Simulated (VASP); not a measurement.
A run of VASP 6.6.1:

The input POSCAR:

```
Cu
1.0
   -1.4860771196      1.4860771196      1.3760814500
    1.4860771196     -1.4860771196      1.3760814500
    1.4860771196      1.4860771196     -1.3760814500
Cu
1
Direct
    0.0000000000      0.0000000000      0.0000000000
```

Contents of INCAR.step1:

```
SYSTEM = Cu
ALGO = Normal
EDIFF = 1E-4
ENCUT = 520
GGA = PE
ISMEAR = 0
LASPH = .TRUE.
LCHARG = .FALSE.
LREAL = .FALSE.
LWAVE = .TRUE.
NBANDS = 12
NELM = 100
PREC = Accurate
SIGMA = 0.15
```

Contents of INCAR.step2:

```
SYSTEM = Cu
ALGO = Normal
EDIFF = 1E-6
ENCUT = 520
ISIF = 2
ISMEAR = 0
ISTART = 1
LASPH = .TRUE.
LCHARG = .TRUE.
LELF = .TRUE.
LMIXTAU = .TRUE.
LREAL = .FALSE.
LVHAR = .TRUE.
LWAVE = .FALSE.
METAGGA = R2SCAN
NBANDS = 12
NELM = 100
PREC = Accurate
SIGMA = 0.15
```

The input KPOINTS:

```
k-points
0
G
  24 24 24
  0 0 0
```

Potentials or basis: VASP PAW PBE potentials, release 64 (Cu).

Launch:

```sh
$ cat potpaw_PBE.64/Cu/POTCAR > POTCAR
$ cp INCAR.step1 INCAR
$ mpirun -np 1 vasp_std > vasp.out
$ cp INCAR.step2 INCAR
$ mpirun -np 1 vasp_std > vasp.out
```

Hardware: 1 thread of Intel(R) Xeon(R) Platinum 8559C (Emerald Rapids), with other jobs on the host.

Task: Estimate the wall time of this run.

Result: It took 5.1 min on 1 thread of Intel(R) Xeon(R) Platinum 8559C (Emerald Rapids), with other jobs on the host, peak memory 0.25 GiB. Counts: k points 1063.
